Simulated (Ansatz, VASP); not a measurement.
## Pd in VASP and in Ansatz

```
CELL_PARAMETERS angstrom
4.49973 0.00000 0.00000
-2.24986 3.89688 0.00000
0.00000 0.00000 2.66995
ATOMIC_POSITIONS crystal
Pd 0.00000 0.00000 0.00000
Pd 0.33333 0.66667 0.50000
Pd 0.66667 0.33333 0.50000
```

Alike in both runs: task single point; functional LDA; k mesh 9 × 9 × 14; occupations fermi-dirac, width 0.05 eV; collinear spin.

```csv
,VASP,Ansatz
version,VASP 6.6.1,Ansatz 0.2.0
potentials or method,"VASP PAW LDA potentials, release 64 (Pd), cutoff 520 eV","plane waves (420 eV) with PAW, scalar-relativistic"
valence electrons in the cell,30,54
```

```tsv
	VASP	Ansatz	Ansatz less VASP
pressure (GPa)	-13.2	-13.4	-0.16
traceless stress, the component that is largest in VASP (GPa)	0.36	0.34	-0.019
net moment per atom (μB)	0.00	0.00	-0.003
```

Ansatz warns that its potentials were made for another functional, while VASP's fit it. LDA's correlation is that of Perdew and Zunger in VASP and of Perdew and Wang (1992) in Ansatz. VASP's potentials hold 30 valence electrons a cell and Ansatz's 54, so a difference there can come from the potentials and not from the codes. Ansatz's warnings: seeded moment not kept.
